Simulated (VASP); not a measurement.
# Fe (Im-3m) in VASP: a series of runs, part 3 of 3

VASP 6.6.1. The steps go on from the part before.

**6. Relaxation of cell and atoms, PBEsol, collinear spin, ferromagnetic start**

This run uses another cell than the first one, of 10.84 Å³/atom.

INCAR reads:

```
SYSTEM = Fe
ALGO = Normal ; EDIFF = 1E-7
EDIFFG = -0.002 ; ENCUT = 600
GGA = PS ; GGA_COMPAT = .False.
IBRION = 2 ; ISIF = 3
ISMEAR = 0 ; ISPIN = 2
LASPH = .True. ; LCHARG = .False.
LMAXMIX = 4 ; LORBIT = 11
LREAL = .False. ; LWAVE = .False.
MAGMOM = 2.37 ; NELM = 200
NELMIN = 4 ; NSW = 100
PREC = Accurate ; SIGMA = 0.1
```

KPOINTS reads:

```
k-points
0
Gamma
  20 20 20
  0 0 0
```

POSCAR reads:

```
Fe
1.0
   -1.3943627198      1.3943627198      1.3943627198
    1.3943627198     -1.3943627198      1.3943627198
    1.3943627198      1.3943627198     -1.3943627198
Fe
1
Direct
    0.0000000000      0.0000000000      0.0000000000
```

Potentials or basis: VASP PAW PBE potentials, release 64 (Fe).

Launch:

```bash
cat potpaw_PBE.64/Fe/POTCAR > POTCAR
mpirun -np 1 vasp_std > vasp.out
```

OUTCAR:

```text
SYSTEM = Fe
   EDIFF = 1E-7
   EDIFFG = -0.002
   ENCUT = 600
   GGA = PS
   IBRION = 2
   ISIF = 3
   ISMEAR = 0
   ISPIN = 2
   LASPH = .True.
   LORBIT = 11
   LREAL = .False.
   NELM = 200
   NELMIN = 4
   NSW = 100
   PREC = Accurate

 ion  position               nearest neighbor table
   1  0.000  0.000  0.000-

  LATTYP: Found a body centered cubic cell.
 ALAT       =     2.7887254396

  Lattice vectors:

 A1 = (  -1.3943627198,   1.3943627198,   1.3943627198)
 A2 = (   1.3943627198,  -1.3943627198,   1.3943627198)
 A3 = (   1.3943627198,   1.3943627198,  -1.3943627198)

Analysis of symmetry for initial positions (statically):
=====================================================================
 Subroutine PRICEL returns:
 Original cell was already a primitive cell.

 Routine SETGRP: Setting up the symmetry group for a
 body centered cubic supercell.

 Subroutine GETGRP returns: Found 48 space group operations
 (whereof 48 operations were pure point group operations)
 out of a pool of 48 trial point group operations.

The static configuration has the point symmetry O_h .

Analysis of symmetry for dynamics (positions and initial velocities):
=====================================================================
 Subroutine PRICEL returns:
 Original cell was already a primitive cell.

 Routine SETGRP: Setting up the symmetry group for a
 body centered cubic supercell.

 Subroutine GETGRP returns: Found 48 space group operations
 (whereof 48 operations were pure point group operations)
 out of a pool of 48 trial point group operations.

The dynamic configuration has the point symmetry O_h .

Analysis of structural, dynamic, and magnetic symmetry:
=====================================================================
 Subroutine PRICEL returns:
 Original cell was already a primitive cell.

 Routine SETGRP: Setting up the symmetry group for a
 body centered cubic supercell.

 Subroutine GETGRP returns: Found 48 space group operations
 (whereof 48 operations were pure point group operations)
 out of a pool of 48 trial point group operations.

The overall configuration has the point symmetry O_h .

 Subroutine INISYM returns: Found 48 space group operations
 (whereof 48 operations are pure point group operations),
 and found     1 'primitive' translations

----------------------------------------------------------------------------------------

                                     Primitive cell

  volume of cell :      10.8439

  direct lattice vectors                    reciprocal lattice vectors
    -1.394362720  1.394362720  1.394362720     0.000000000  0.358586753  0.358586753
     1.394362720 -1.394362720  1.394362720     0.358586753  0.000000000  0.358586753
     1.394362720  1.394362720 -1.394362720     0.358586753  0.358586753  0.000000000

  length of vectors
     2.415107075  2.415107075  2.415107075     0.507118249  0.507118249  0.507118249

  position of ions in fractional coordinates (direct lattice)
     0.000000000  0.000000000  0.000000000

  ion indices of the primitive-cell ions
   primitive index   ion index
                 1           1

----------------------------------------------------------------------------------------

 KPOINTS: k-points

Automatic generation of k-mesh.
 Grid dimensions read from file:
 generate k-points for:   20   20   20
[... 54 lines left out ...]
 SYSTEM =  Fe
   PREC   = accura    normal or accurate (medium, high low for compatibility)
   ISTART =      0    job   : 0-new  1-cont  2-samecut
   ICHARG =      2    charge: 1-file 2-atom 10-const
   ISPIN  =      2    spin polarized calculation?
   LNONCOLLINEAR =      F non collinear calculations
   LSORBIT =      F    spin-orbit coupling
   LASPH  =      T    aspherical Exc in radial PAW
   ENCUT  =  600.0 eV  44.10 Ry    6.64 a.u.   4.82  4.82  4.82*2*pi/ulx,y,z
   NELM   =    200;   NELMIN=  4; NELMDL= -5     # of ELM steps
   EDIFF  = 0.1E-06   stopping-criterion for ELM
   LREAL  =      F    real-space projection
   EDIFFG = -.2E-02   stopping-criterion for IOM
   NSW    =    100    number of steps for IOM
   IBRION =      2    ionic relax: 0-MD 1-quasi-New 2-CG
   NFREE  =      1    steps in history (QN), initial steepest desc. (CG)
   ISIF   =      3    stress and relaxation
   ISYM   =      2    0-nonsym 1-usesym 2-fastsym
   POTIM  = 0.5000    time-step for ionic-motion
   TEBEG  =    0.0;   TEEND  =   0.0 temperature during run
   PSTRESS=    0.0 pullay stress
   NELECT =       8.0000    total number of electrons
   NUPDOWN=      -1.0000    fix difference up-down
   EMIN   =  10.00;   EMAX   =-10.00  energy-range for DOS
   EFERMI =   0.00;   METHOD = LEGACY
   ISMEAR =     0;   SIGMA  =   0.10  broadening in eV -4-tet -1-fermi 0-gaus
   EFERMI_NEDOS =   21; number of points for ismear=-14 and -15
   IALGO  =     38    algorithm
   IMIX   =      4    mixing-type and parameters
     AMIX     =   0.40;   BMIX     =  1.00
     AMIX_MAG =   1.60;   BMIX_MAG =  1.00
  volume/ion in A,a.u.               =      10.84        73.18
  Fermi-wavevector in a.u.,A,eV,Ry     =   1.479253  2.795382 29.772117  2.188189
  Thomas-Fermi vector in A             =   2.593433
   LORBIT       =     11    0 simple, 1 ext, 2 COOP (PROOUT), +10 PAW based schemes
   GGA     = PS    functional components
   LHFCALC =     F    Hartree Fock is set to
   AEXX    =    0.0000 exact exchange contribution
   IVDW    =     0    specifies the selected vdW correction
   LEPSILON=     F    determine dielectric tensor
   LRPA    =     F    only Hartree local field effects (RPA)
 conjugate gradient relaxation of ions
 spin polarized calculation
 Gauss-broadening in eV      SIGMA  =   0.10
  energy-cutoff  :      600.00
  volume of cell :       10.84
 maximum number of plane-waves:       372
   NGX =  9   NGY =  9   NGZ =  9

--------------------------------------- Ionic step        1  -------------------------------------------

 number of electron       8.0000000 magnetization       2.0962360

 Free energy of the ion-electron system (eV)
  ---------------------------------------------------
  ext. energy  EPLUGINS =         0.00000000
  ---------------------------------------------------
  free energy    TOTEN  =        -8.92101740 eV

  energy without entropy =       -8.91667159  energy(sigma->0) =       -8.91884450

------------------------ aborting loop because EDIFF is reached ----------------------------------------

  FORCE on cell =-STRESS in cart. coord.  units (eV):
  Direction    XX          YY          ZZ          XY          YZ          ZX
  --------------------------------------------------------------------------------------
  -------------------------------------------------------------------------------------
  Total       -0.0579828     -0.0579828     -0.0579828     -0.0000000      0.0000000     -0.0000000
  in kB       -8.5668766     -8.5668766     -8.5668766     -0.0000000      0.0000000     -0.0000000
  external PRESSURE =      -8.5668766 kB  Pullay stress =       0.0000000 kB
[... 57 lines left out ...]
--------------------------------------- Ionic step        3  -------------------------------------------

 number of electron       7.9999999 magnetization       2.0904267

 Free energy of the ion-electron system (eV)
  ---------------------------------------------------
  ext. energy  EPLUGINS =         0.00000000
  ---------------------------------------------------
  free energy    TOTEN  =        -8.92113475 eV

  energy without entropy =       -8.91691471  energy(sigma->0) =       -8.91902473

 E-fermi :   6.2133     XC(G=0): -13.5694

 val. band max:        6.2098830026   @ k =  -0.4500   0.4500   0.0500
 cond. band min:       6.2239264206   @ k =  -0.3000   0.3500   0.2500
 fundamental gap:      0.0140434181
 Fermi energy:         6.2133386697

 spin component 1

 k-point     1 :       0.0000    0.0000    0.0000
  band No.  band energies     occupation
      1      -2.6226      1.00000
      2       3.7966      1.00000
      3       3.7966      1.00000
      4       3.7966      1.00000
      5       5.1569      1.00000
      6       5.1569      1.00000
      7      31.6236      0.00000
      8      31.6236      0.00000
      9      31.6236      0.00000
[... 265 lines left out ...]
 k-point    24 :       0.2500    0.1000    0.0000
  band No.  band energies     occupation
      1       0.6345      1.00000
      2       3.0121      1.00000
      3       3.5011      1.00000
      4       4.9584      1.00000
      5       5.3740      1.00000
      6       5.9740      0.99964
      7      20.3649      0.00000
      8      24.8680      0.00000
      9      28.5855      0.00000

 [... further k-points ...]

 spin component 2

 k-point     1 :       0.0000    0.0000    0.0000
  band No.  band energies     occupation
      1      -2.3566      1.00000
      2       5.6135      1.00000
      3       5.6135      1.00000
      4       5.6135      1.00000
      5       7.7215      0.00000
      6       7.7216      0.00000
      7      31.5531      0.00000
      8      31.5531      0.00000
      9      31.5531      0.00000
[... 304 lines left out ...]
  FREE ENERGIE OF THE ION-ELECTRON SYSTEM (eV)
  ---------------------------------------------------
  free  energy   TOTEN  =        -8.9211347535 eV

  energy  without entropy=       -8.9169147101  energy(sigma->0) =       -8.91902473

 reached required accuracy - stopping structural energy minimisation

 total charge

# of ion       s       p       d       tot
------------------------------------------
    1        0.512   0.592   6.278   7.383

 magnetization (x)

# of ion       s       p       d       tot
------------------------------------------
    1       -0.012  -0.049   2.133   2.072
```

CONTCAR:

```text
Fe
   1.00000000000000
    -1.3925197603874686    1.3925197603874686    1.3925197603874686
     1.3925197603874686   -1.3925197603874686    1.3925197603874686
     1.3925197603874686    1.3925197603874686   -1.3925197603874686
  Fe
     1
Direct
     0.0000000000000000    0.0000000000000000    0.0000000000000000

  0.00000000E+00  0.00000000E+00  0.00000000E+00
```

It took 2.7 min on 1 thread of Intel Xeon 8259CL, shared host; peak memory 0.18 GiB.

What came out:

| Property | Result |
| --- | --- |
| Free energy | -8.9211 eV |
| Relaxed volume | 10.80 Å³/atom |
| Relaxed cell | a = 2.412 Å, b = 2.412 Å, c = 2.412 Å, α = 109.47°, β = 109.47°, γ = 109.47° |
| Space group after relaxing (to 0.1 Å) | Im-3m (No. 229) |
| Energy gained by relaxing | 0.1 meV/atom |
| Ionic steps | 3 |
| Pressure after relaxing | 0.0 GPa |
| Net moment | 2.09 μB per cell |
| Site moments | Fe +2.07 μB |
| Valence electrons inside the program's atomic spheres | Fe 7.38 |

Step by step:
| step | energy change (eV) | largest force (eV/Å) | pressure (GPa) | volume (Å³) |
| --- | --- | --- | --- | --- |
| 1 | 0.0000 | 0.0000 | -0.86 | 10.84 |
| 2 | 0.0000 | 0.0000 | 1.04 | 10.75 |
| 3 | -0.0001 | 0.0000 | 0.02 | 10.80 |

Final structure:
```
CELL_PARAMETERS angstrom
-1.39252 1.39252 1.39252
1.39252 -1.39252 1.39252
1.39252 1.39252 -1.39252
ATOMIC_POSITIONS crystal
Fe 0.00000 0.00000 0.00000
```

Levels at points of the mesh, in eV from the Fermi level:
Spin up:
| k point | band 1 | band 2 | band 3 | band 4 | band 5 | band 6 | band 7 | band 8 | band 9 |
| --- | --- | --- | --- | --- | --- | --- | --- | --- | --- |
| (0.00, 0.00, 0.00) | -8.84 | -2.42 | -2.42 | -2.42 | -1.06 | -1.06 | 25.41 | 25.41 | 25.41 |
| (0.50, 0.00, 0.00) | -5.24 | -3.60 | -0.99 | -0.84 | 0.41 | 0.51 | 7.78 | 18.70 | 20.93 |
| (0.50, 0.50, 0.50) | -5.17 | -5.17 | 0.21 | 0.21 | 0.21 | 10.19 | 10.19 | 10.19 | 16.13 |
Spin down:
| k point | band 1 | band 2 | band 3 | band 4 | band 5 | band 6 |
| --- | --- | --- | --- | --- | --- | --- |
| (0.00, 0.00, 0.00) | -8.57 | -0.60 | -0.60 | -0.60 | 1.51 | 1.51 |
| (0.50, 0.00, 0.00) | -4.00 | -1.97 | 0.64 | 1.38 | 1.79 | 2.62 |
| (0.50, 0.50, 0.50) | -3.46 | -3.46 | 2.29 | 2.29 | 2.29 | 10.55 |

Caveat: the PAW data sets were made with another functional, which shifts forces and pressure a little.

**7. Overview**

| task | cell | k mesh | gap on the mesh (eV) | pressure (GPa) | moment (μB) | relaxed volume (Å³/atom) |
| --- | --- | --- | --- | --- | --- | --- |
| single point | a = 2.476 Å, angles 109.5°, 1 atom | 8 × 8 × 8 | none | -11.4 | 2.35 | - |
| single point | a = 2.415 Å, angles 109.5°, 1 atom | 10 × 10 × 10 | none | -0.2 | 2.13 | - |
| relaxation of cell and atoms | relaxed from a = 2.476 Å, angles 109.5°, 1 atom | 10 × 10 × 10 | none | -0.2 | 2.13 | 10.85 |
| single point | a = 2.412 Å, angles 109.5°, 1 atom | 20 × 20 × 20 | none | -0.1 | 2.09 | - |
| relaxation of cell and atoms | relaxed from a = 2.415 Å, angles 109.5°, 1 atom | 20 × 20 × 20 | none | 0.0 | 2.09 | 10.80 |

Alike in all rows: level PBEsol; potentials or basis VASP PAW PBE potentials, release 64 (Fe); spin collinear, ferromagnetic start; cutoff (eV) 600; smearing gaussian 0.1 eV.

Caveats: some runs use coarse meshes; the PAW data sets were made with another functional, which shifts forces and pressure a little.

Absolute energies hang on the potentials; compare differences alone.
